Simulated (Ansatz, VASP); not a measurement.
# Two plane-wave programs on Zn

```
Zn
1.0
    -1.52135    1.52135    1.52135
     1.52135   -1.52135    1.52135
     1.52135    1.52135   -1.52135
Zn
1
Direct
  0.00000 0.00000 0.00000
```

Alike in both runs: task relaxation of cell and atoms; functional PBEsol; k mesh 26 × 26 × 26; occupations gaussian, width 0.1 eV; no spin polarisation.

```csv
,VASP,Ansatz
version,VASP 6.6.1,Ansatz 0.2.0
potentials or method,"VASP PAW PBE potentials, release 64 (Zn), cutoff 600 eV","scalar-relativistic, plane waves, PAW"
valence electrons in the cell,12,12
```

|  | VASP | Ansatz | Ansatz less VASP |
| --- | --- | --- | --- |
| gap on the k mesh at the Fermi level, each at its own relaxed structure (eV) | none | none | - |
| relaxed volume (Å³/atom) | 14.37 | 14.31 | -0.060 |
| relaxed cell length with the largest relative difference (Å) | 2.653 | 2.649 | -0.0037 |

VASP's potentials were made for PBE, not for PBEsol. A gap of «none» marks a metal or a gap that the smearing closes.
